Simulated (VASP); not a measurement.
A run of VASP 6.6.1 is set up as follows.

The input INCAR:

```
PREC = Accurate ; ENCUT = 600
EDIFF = 1E-6 ; ISMEAR = -1
SIGMA = 0.15 ; LREAL = False
LASPH = True ; NELM = 100
ALGO = Normal ; ISIF = 3
LWAVE = False ; LCHARG = False
IBRION = 2 ; NSW = 80
EDIFFG = -0.001
```

File KPOINTS:

```
regular mesh
0
Gamma
  20 20 20
```

File POSCAR:

```
Cu
1.0
    0.0000000000      1.7591974728      1.7591974728
    1.7591974728      0.0000000000      1.7591974728
    1.7591974728      1.7591974728      0.0000000000
Cu
1
Direct
    0.0000000000      0.0000000000      0.0000000000
```

Potentials or basis: VASP PAW LDA potentials, release 64 (Cu).

Launch:

```sh
$ cat potpaw_LDA.64/Cu/POTCAR > POTCAR
$ mpirun -np 1 vasp_std > vasp.out
```

(1) What does it give for the relaxed volume?

(2) Predict the space group after relaxing (to 0.1 Å).

(3) Estimate the band gap on the k mesh.

(4) What does it give for the relaxed cell?

## Answers

(1) 10.94 Å³/atom.

(2) Fm-3m (No. 225).

(3) zero (an odd number of electrons rules out a gap without spin polarisation).

(4) a = 2.492 Å, b = 2.492 Å, c = 2.492 Å, α = 60.00°, β = 60.00°, γ = 60.00°.
